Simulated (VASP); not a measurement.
# B (P6_3/mmc) in VASP: a series of runs

Runs on B. Level: PBEsol. Tasks: relaxation of cell and atoms, single point.

Program: VASP 6.6.1. These are calculated values, not measurements. Logs are shortened: lines on timing, memory, paths and dates and some standing lists are left out, and cuts for length are marked.

## Step 1: The cell of the first run

The structure is hexagonal, space group P6_3/mmc (No. 194). Conventional cell: a = 2.039 Å, b = 2.039 Å, c = 5.505 Å, α = 90.00°, β = 90.00°, γ = 120.00°. B (site symmetry -6m2) has 3 B at 1.18 Å within 1.6 Å. Within 1.6 Å of B (site symmetry -6m2) lie 3 B at 1.18 Å.

## Step 2: Relaxation of cell and atoms, PBEsol, target pressure 190 GPa, at which the enthalpy is minimised

Input file INCAR:

```
ALGO = Normal
EDIFF = 1E-6
EDIFFG = -0.005
ENCUT = 600
GGA = PS
IBRION = 2
ISIF = 3
ISMEAR = -1
LASPH = True
LCHARG = False
LREAL = False
LWAVE = False
NELM = 60
NSW = 60
PREC = Accurate
PSTRESS = 1900.0
SIGMA = 0.1
```

Input file KPOINTS:

```
k-points
0
Gamma
  16 16 5
```

Input file POSCAR:

```
B
1.0
    2.0388814223      0.0000000000      0.0000000000
   -1.0194407111      1.7657231070      0.0000000000
    0.0000000000      0.0000000000      5.5049798401
B
4
Direct
    0.0000000000      0.0000000000      0.2500000000
    0.0000000000      0.0000000000      0.7500000000
    0.3333333333      0.6666666667      0.2500000000
    0.6666666667      0.3333333333      0.7500000000
```

Potentials or basis: VASP PAW PBE potentials, release 64 (B).

Run with:

```sh
$ cat potpaw_PBE.64/B/POTCAR > POTCAR
$ mpirun -np 1 vasp_std > vasp.out
```

OUTCAR:

```text
EDIFF = 1E-6
   EDIFFG = -0.005
   ENCUT = 600
   GGA = PS
   IBRION = 2
   ISIF = 3
   ISMEAR = -1
   LASPH = True
   LREAL = False
   NELM = 60
   NSW = 60
   PREC = Accurate
   PSTRESS = 1900.0

 ion  position               nearest neighbor table
   1  0.000  0.000  0.250-   3 1.18   3 1.18   3 1.18
   2  0.000  0.000  0.750-   4 1.18   4 1.18   4 1.18
   3  0.333  0.667  0.250-   1 1.18   1 1.18   1 1.18
   4  0.667  0.333  0.750-   2 1.18   2 1.18   2 1.18

  LATTYP: Found a hexagonal cell.
 ALAT       =     2.0388814223
 C/A-ratio  =     2.6999999999

  Lattice vectors:

 A1 = (   2.0388814223,   0.0000000000,   0.0000000000)
 A2 = (  -1.0194407111,   1.7657231070,   0.0000000000)
 A3 = (   0.0000000000,   0.0000000000,   5.5049798401)

Analysis of symmetry for initial positions (statically):
=====================================================================
 Subroutine PRICEL returns:
 Original cell was already a primitive cell.

 Routine SETGRP: Setting up the symmetry group for a
 hexagonal supercell.

 Subroutine GETGRP returns: Found 24 space group operations
 (whereof 12 operations were pure point group operations)
 out of a pool of 24 trial point group operations.

The static configuration has the point symmetry D_3d.
 The point group associated with its full space group is D_6h.

Analysis of symmetry for dynamics (positions and initial velocities):
=====================================================================
 Subroutine PRICEL returns:
 Original cell was already a primitive cell.

 Routine SETGRP: Setting up the symmetry group for a
 hexagonal supercell.

 Subroutine GETGRP returns: Found 24 space group operations
 (whereof 12 operations were pure point group operations)
 out of a pool of 24 trial point group operations.

The dynamic configuration has the point symmetry D_3d.
 The point group associated with its full space group is D_6h.

 Subroutine INISYM returns: Found 24 space group operations
 (whereof 12 operations are pure point group operations),
 and found     1 'primitive' translations

----------------------------------------------------------------------------------------

                                     Primitive cell

  volume of cell :      19.8185

  direct lattice vectors                    reciprocal lattice vectors
     2.038881422  0.000000000  0.000000000     0.490465011  0.283170106  0.000000000
    -1.019440711  1.765723107  0.000000000     0.000000000  0.566340213  0.000000000
     0.000000000  0.000000000  5.504979840     0.000000000  0.000000000  0.181653708

  length of vectors
     2.038881422  2.038881422  5.504979840     0.566340213  0.566340213  0.181653708

  position of ions in fractional coordinates (direct lattice)
     0.000000000  0.000000000  0.250000000
     0.000000000  0.000000000  0.750000000
     0.333333333  0.666666667  0.250000000
     0.666666667  0.333333333  0.750000000

  ion indices of the primitive-cell ions
   primitive index   ion index
                 1           1
                 2           2
                 3           3
                 4           4

----------------------------------------------------------------------------------------

 KPOINTS: k-points

Automatic generation of k-mesh.
 Grid dimensions read from file:
 generate k-points for:   16   16    5

 Generating k-lattice:

  Cartesian coordinates                     Fractional coordinates (reciprocal lattice)
     0.030654063  0.017698132  0.000000000     0.062500000  0.000000000  0.000000000
     0.000000000  0.035396263  0.000000000     0.000000000  0.062500000  0.000000000
     0.000000000  0.000000000  0.036330742     0.000000000  0.000000000  0.200000000

  Length of vectors
     0.035396263  0.035396263  0.036330742

  Shift w.r.t. Gamma in fractional coordinates (k-lattice)
     0.000000000  0.000000000  0.000000000

 Subroutine IBZKPT returns following result:
 ===========================================

 Found     90 irreducible k-points:

 Following reciprocal coordinates:
[... 40 lines left out ...]
  Thomas-Fermi vector in A             =   2.509438
   LORBIT       =      0    0 simple, 1 ext, 2 COOP (PROOUT), +10 PAW based schemes
   GGA     = PS    functional components
   LHFCALC =     F    Hartree Fock is set to
   AEXX    =    0.0000 exact exchange contribution
   IVDW    =     0    specifies the selected vdW correction
   LEPSILON=     F    determine dielectric tensor
   LRPA    =     F    only Hartree local field effects (RPA)
 conjugate gradient relaxation of ions
 non-spin polarized calculation
  energy-cutoff  :      600.00
  volume of cell :       19.82
 maximum number of plane-waves:       672
   NGX =  9   NGY =  9   NGZ = 21

--------------------------------------- Ionic step        1  -------------------------------------------

 number of electron      11.9999999 magnetization

 Free energy of the ion-electron system (eV)
  ---------------------------------------------------
  ext. energy  EPLUGINS =         0.00000000
  ---------------------------------------------------
  free energy    TOTEN  =         7.41516664 eV

  energy without entropy =        7.46659686  energy(sigma->0) =        7.44088175

------------------------ aborting loop because EDIFF is reached ----------------------------------------

  FORCE on cell =-STRESS in cart. coord.  units (eV):
  Direction    XX          YY          ZZ          XY          YZ          ZX
  --------------------------------------------------------------------------------------
  -------------------------------------------------------------------------------------
  Total      102.1514652    102.1514652      2.2103648      0.0000000      0.0000000     -0.0000000
  in kB     8258.1901921   8258.1901919    178.6916444      0.0000002      0.0000000     -0.0000000
  external PRESSURE =    3665.0240095 kB  Pullay stress =    1900.0000000 kB
[... 734 lines left out ...]
 k-point    24 :       0.2500    0.1875    0.0000
  band No.  band energies     occupation
      1      -5.8967      2.00000
      2      -3.2627      2.00000
      3       0.6360      2.00000
      4       1.4142      2.00000
      5       1.6712      2.00000
      6       2.3031      2.00000
      7       3.0996      2.00000
      8       8.4268      0.00000
      9      10.7084      0.00000
     10      13.8983      0.00000

 [... further k-points ...]

[... ionic steps 4 to 11 ...]

--------------------------------------- Ionic step       12  -------------------------------------------

 number of electron      11.9999999 magnetization

------------------------ aborting loop because EDIFF is reached ----------------------------------------

  FORCE on cell =-STRESS in cart. coord.  units (eV):
  Direction    XX          YY          ZZ          XY          YZ          ZX
  --------------------------------------------------------------------------------------
  -------------------------------------------------------------------------------------
  Total       22.5150625     22.5150625     22.2940832      0.0000000     -0.0000000      0.0000000
  in kB     1915.6320721   1915.6320720   1896.8306579      0.0000002     -0.0000000      0.0000000
  external PRESSURE =       9.3649340 kB  Pullay stress =    1900.0000000 kB
[... 65 lines left out ...]
  enthalpy is  TOTEN    =         2.6793596817 eV   P V=       22.3777193735

--------------------------------------- Ionic step       14  -------------------------------------------

 number of electron      11.9999999 magnetization

 Free energy of the ion-electron system (eV)
  ---------------------------------------------------
  ext. energy  EPLUGINS =         0.00000000
  ---------------------------------------------------
  free energy    TOTEN  =       -19.67435740 eV

  energy without entropy =      -19.64138672  energy(sigma->0) =      -19.65787206

 E-fermi :  11.9482     XC(G=0): -13.8025

 val. band max:       11.9127628385   @ k =   0.1875   0.1250   0.2000
 cond. band min:      11.9778393387   @ k =   0.3750   0.2500   0.0000
 fundamental gap:      0.0650765002
 Fermi energy:        11.9482197246

 k-point     1 :       0.0000    0.0000    0.0000
  band No.  band energies     occupation
      1      -8.5518      2.00000
      2       0.1668      2.00000
      3       7.0409      2.00000
      4       8.5968      2.00000
      5       8.5968      2.00000
      6      11.7992      1.63227
      7      11.7992      1.63227
      8      19.5297      0.00000
      9      21.0651      0.00000
     10      21.0651      0.00000
[... 330 lines left out ...]
  FREE ENERGIE OF THE ION-ELECTRON SYSTEM (eV)
  ---------------------------------------------------
  free  energy   TOTEN  =       -19.6743574015 eV

  energy  without entropy=      -19.6413867222  energy(sigma->0) =      -19.65787206

  enthalpy is  TOTEN    =         2.6791974866 eV   P V=       22.3535548881

 reached required accuracy - stopping structural energy minimisation
```

Run time: 96 s. Hardware: 1 thread of Intel Xeon Platinum 8259CL at 2.50GHz (Skylake/Cascade Lake), shared host; peak memory 0.14 GiB.

What came out:

```yaml
Free_energy: -19.6744 eV
Relaxed_volume: 4.71 Å³/atom
Relaxed_cell: a = 2.635 Å, b = 2.635 Å, c = 3.135 Å, α = 90.00°, β = 90.00°, γ = 120.00°
Space_group_after_relaxing_to_0.05_Å: P6_3/mmc (No. 194)
Energy_change_on_relaxing_the_enthalpy_is_what_falls: -6772.4 meV/atom
Ionic_steps: 14
Pressure_after_relaxing: 190.0 GPa
Band_gap_on_the_k_mesh: zero (band 6 reaches 12.97 eV, above the bottom of band 7 at 10.78 eV)
```

Step by step:
```
step  energy change (eV)  largest force (eV/Å)  pressure (GPa)  volume (Å³)
   1              0.0000                0.0000          556.50        19.82
   2            -24.2335                0.0000          -41.85        55.92
   3            -30.8312                0.0000           20.64        33.74
   4            -28.7386                0.0000           71.56        30.28
   5            -26.9180                0.0000          106.79        28.61
   6            -26.7319                0.0000          201.26        18.56
   7            -26.8584                0.0000          198.25        18.66
   8            -27.1031                0.0000          192.15        18.87
   9            -27.5100                0.0000          176.27        19.22
  10            -27.3086                0.0000          184.30        19.04
  11            -26.9344                0.0000          194.54        18.72
  12            -27.0672                0.0000          190.94        18.83
  13            -27.1135                0.0000          188.94        18.87
  14            -27.0895                0.0000          189.98        18.85
```

Final structure:
```cif
data_structure
_symmetry_space_group_name_H-M 'P 1'
_symmetry_Int_Tables_number 1
_cell_length_a 2.6350
_cell_length_b 2.6350
_cell_length_c 3.1347
_cell_angle_alpha 90.000
_cell_angle_beta 90.000
_cell_angle_gamma 120.000
_cell_volume 18.85
loop_
_atom_site_label
_atom_site_type_symbol
_atom_site_fract_x
_atom_site_fract_y
_atom_site_fract_z
_atom_site_occupancy
B1 B 0.00000 0.00000 0.25000 1
B2 B 0.00000 0.00000 0.75000 1
B3 B 0.33333 0.66667 0.25000 1
B4 B 0.66667 0.33333 0.75000 1
```

Caveat: the cell is relaxed towards a set pressure, so the enthalpy falls and the energy may rise; the PAW data sets were made with another functional, which shifts forces and pressure a little.

## Step 3: Relaxation of cell and atoms, PBEsol, target pressure 190 GPa, at which the enthalpy is minimised

This run uses another cell than the first one: it holds 2 atoms, not 4.

Input file INCAR:

```
  ALGO = Normal
  EDIFF = 1E-7
  EDIFFG = -0.005
  ENCUT = 600
  GGA = PS
  IBRION = 2
  ISIF = 3
  ISMEAR = -1
  LASPH = True
  LCHARG = False
  LREAL = False
  LWAVE = False
  NELM = 80
  NSW = 60
  PREC = Accurate
  PSTRESS = 1900.0
  SIGMA = 0.1
```

Input file KPOINTS:

```
k-points
0
Gamma
  23 23 13
```

Input file POSCAR:

```
B
1.0
    1.7964243937      0.0000000000      0.0000000000
   -0.8982121969      1.5557491609      0.0000000000
    0.0000000000      0.0000000000      2.9102075178
B
2
Direct
    0.3333333333      0.6666666667      0.2500000000
    0.6666666667      0.3333333333      0.7500000000
```

Potentials or basis: VASP PAW PBE potentials, release 64 (B).

Run with:

```sh
$ cat potpaw_PBE.64/B/POTCAR > POTCAR
$ mpirun -np 1 vasp_std > vasp.out
```

Run time: 88 s. Hardware: 1 thread of Intel Xeon Platinum 8259CL at 2.50GHz (Skylake/Cascade Lake), shared host; peak memory 0.13 GiB.

Results (log left out):

```yaml
Free_energy: -9.6940 eV
Relaxed_volume: 4.13 Å³/atom
Relaxed_cell: a = 1.711 Å, b = 1.711 Å, c = 3.256 Å, α = 90.00°, β = 90.00°, γ = 120.00°
Space_group_after_relaxing_to_0.05_Å: P6_3/mmc (No. 194)
Energy_change_on_relaxing_the_enthalpy_is_what_falls: -122.9 meV/atom
Ionic_steps: 11
Pressure_after_relaxing: 190.0 GPa
Band_gap_on_the_k_mesh: zero (band 3 reaches 19.31 eV, above the bottom of band 4 at 10.82 eV)
```

Step by step:
```tsv
step	energy change (eV)	largest force (eV/Å)	pressure (GPa)	volume (Å³)
1	0.0000	0.0000	193.95	8.13
2	-0.1849	0.0000	183.13	8.24
3	-0.2895	0.0000	178.04	8.31
4	-0.4437	0.0000	173.24	8.43
5	0.3418	0.0000	245.19	7.86
6	-0.3264	0.0000	184.58	8.33
7	-0.1956	0.0000	193.73	8.22
8	-0.2347	0.0000	191.02	8.25
9	-0.2371	0.0000	190.86	8.25
10	-0.2588	0.0000	188.67	8.27
11	-0.2459	0.0000	189.97	8.26
```

Final structure:
```
B
1.0
     1.71147    0.00000    0.00000
    -0.85574    1.48218    0.00000
     0.00000    0.00000    3.25578
B
2
Cartesian
  0.0000 0.9881 0.8139
  0.8557 0.4941 2.4418
```

Levels at points of the mesh, in eV from the Fermi level:
```
           k point  band 1  band 2  band 3  band 4  band 5  band 6  band 7
(0.00, 0.00, 0.00)  -23.54  -14.89   -9.50   15.48   22.27   22.27   24.77
```

Caveat: the cell is relaxed towards a set pressure, so the enthalpy falls and the energy may rise; the PAW data sets were made with another functional, which shifts forces and pressure a little.

## Step 4: Relaxation of cell and atoms, PBEsol, target pressure 190 GPa, at which the enthalpy is minimised

This run uses another cell than the first one: it holds 2 atoms, not 4.

Input file INCAR:

```
PREC = Accurate
ENCUT = 600
EDIFF = 1E-6
ISMEAR = -1
SIGMA = 0.1
LREAL = False
LASPH = True
NELM = 80
ALGO = Normal
ISIF = 3
LWAVE = False
LCHARG = False
GGA = PS
IBRION = 2
NSW = 32
EDIFFG = -0.005
PSTRESS = 1900.0
```

Input file KPOINTS:

```
Automatic mesh
0
Gamma
  23 23 13
```

Input file POSCAR:

```
B
1.0
    1.7104727177      0.0000000000      0.0000000000
   -0.8552363589      1.4813128260      0.0000000000
    0.0000000000      0.0000000000      3.2557217284
B
2
Direct
    0.3333333333      0.6666666667      0.2500000000
    0.6666666667      0.3333333333      0.7500000000
```

Run with:

```sh
$ cat potpaw_PBE.64/B/POTCAR > POTCAR
$ mpirun -np 1 vasp_std > vasp.out
```

Wall time 38 s (1 thread of Intel Xeon Platinum 8259CL at 2.50GHz (Skylake/Cascade Lake), shared host); peak memory 0.13 GiB.

It converged, with:

```
Free energy                                            : -9.6949 eV
Relaxed volume                                         : 4.13 Å³/atom
Relaxed cell                                           : a = 1.711 Å, b = 1.711 Å, c = 3.257 Å, α = 90.00°, β = 90.00°, γ = 120.00°
Space group after relaxing (to 0.05 Å)                 : P6_3/mmc (No. 194)
Energy change on relaxing (the enthalpy is what falls) : -5.7 meV/atom
Ionic steps                                            : 3
Pressure after relaxing                                : 190.0 GPa
Band gap on the k mesh                                 : zero (band 3 reaches 19.30 eV, above the bottom of band 4 at 10.82 eV)
```

Stress tensor (GPa, compression positive):
```
190.04   0.00   0.00
  0.00 190.04   0.00
  0.00   0.00 189.83
```

Step by step:
| step | energy change (eV) | largest force (eV/Å) | pressure (GPa) | volume (Å³) |
| --- | --- | --- | --- | --- |
| 1 | 0.0000 | 0.0000 | 190.98 | 8.25 |
| 2 | -0.0357 | 0.0000 | 187.82 | 8.28 |
| 3 | -0.0114 | 0.0000 | 189.97 | 8.26 |

Final structure:
```
B
1.0
     1.71126    0.00000    0.00000
    -0.85563    1.48199    0.00000
     0.00000    0.00000    3.25651
B
2
Cartesian
  0.0000 0.9880 0.8141
  0.8556 0.4940 2.4424
```

Levels at points of the mesh, in eV from the Fermi level:
| k point | band 1 | band 2 | band 3 | band 4 | band 5 | band 6 | band 7 |
| --- | --- | --- | --- | --- | --- | --- | --- |
| (0.00, 0.00, 0.00) | -23.54 | -14.90 | -9.51 | 15.46 | 22.29 | 22.29 | 24.78 |

Caveat: the cell is relaxed towards a set pressure, so the enthalpy falls and the energy may rise; the PAW data sets were made with another functional, which shifts forces and pressure a little.

## Step 5: Single point, PBEsol

This run uses another cell than the first one, of 4.71 Å³/atom, 0.950 times its volume.

Input file INCAR:

```
ALGO     = Normal         # electronic algorithm
EDIFF    = 1E-6           # SCF threshold, eV
ENCUT    = 520            # plane-wave cutoff, eV
GGA      = PS             # functional
ISIF     = 2              # what is computed and relaxed
ISMEAR   = -1             # smearing method
LASPH    = T              # aspherical terms in the spheres
LCHARG   = F              # write CHGCAR
LREAL    = F              # projectors in reciprocal space
LWAVE    = F              # write WAVECAR
NBANDS   = 14             # bands
NELM     = 60             # most SCF steps
PREC     = Accurate       # precision mode
SIGMA    = 0.1            # smearing width, eV
```

Input file KPOINTS:

```
k-points
0
Gamma
  16 16 5
```

Input file POSCAR:

```
B
1.0
    2.6338514149      0.0000000000      0.0000000000
   -1.3169257074      2.2809822351      0.0000000000
    0.0000000000      0.0000000000      3.1326785793
B
4
Direct
    0.0000000000      0.0000000000      0.2500000000
    0.0000000000      0.0000000000      0.7500000000
    0.3333333333      0.6666666667      0.2500000000
    0.6666666667      0.3333333333      0.7500000000
```

Run with:

```sh
$ cat potpaw_PBE.64/B/POTCAR > POTCAR
$ mpirun -np 1 vasp_std > vasp.out
```

It took 13 s on 1 thread of Intel Xeon 6975P-C, shared host; peak memory 0.13 GiB.

It converged, with:

| Quantity | Value |
| --- | --- |
| Free energy | -19.6453 eV |
| Pressure | 191.1 GPa |
| Band gap on the k mesh | zero (band 6 reaches 12.99 eV, above the bottom of band 7 at 10.81 eV) |

Stress tensor (GPa, compression positive):
```
191.31   0.00   0.00
  0.00 191.31   0.00
  0.00   0.00 190.73
```

Levels at points of the mesh, in eV from the Fermi level:
```tsv
k point	band 4	band 5	band 6	band 7	band 8	band 9
(0.00, 0.00, 0.00)	-3.36	-3.36	-0.16	-0.16	7.58	9.12
(0.50, 0.00, 0.00)	-7.22	-2.41	-2.39	-1.16	1.09	2.47
```

Caveat: the k points lie up to 0.40 Å⁻¹ apart; the PAW data sets were made with another functional, which shifts forces and pressure a little.

## Step 6: Overview

```tsv
task	cell	k mesh	cutoff (eV)	gap on the mesh (eV)	pressure (GPa)
relaxation of cell and atoms	relaxed to 190 GPa from a = 2.039, b = 2.039, c = 5.505 Å, angles 90.0, 90.0, 120.0°, 4 atoms	16 × 16 × 5	600	none	190.0
relaxation of cell and atoms	relaxed to 190 GPa from a = 1.796, b = 1.796, c = 2.910 Å, angles 90.0, 90.0, 120.0°, 2 atoms	23 × 23 × 13	600	none	190.0
relaxation of cell and atoms	relaxed to 190 GPa from a = 1.710, b = 1.710, c = 3.256 Å, angles 90.0, 90.0, 120.0°, 2 atoms	23 × 23 × 13	600	none	190.0
single point	a = 2.634, b = 2.634, c = 3.133 Å, angles 90.0, 90.0, 120.0°, 4 atoms	16 × 16 × 5	520	none	191.1
```

Alike in all rows: level PBEsol; potentials or basis VASP PAW PBE potentials, release 64 (B); no spin polarisation; smearing fermi-dirac 0.1 eV.

Caveats: some runs use coarse meshes; the PAW data sets were made with another functional, which shifts forces and pressure a little; the cell is relaxed towards a set pressure, so the enthalpy falls and the energy may rise (some runs).

Total energies depend on the potentials used, so only differences within one code and one set of settings carry meaning.
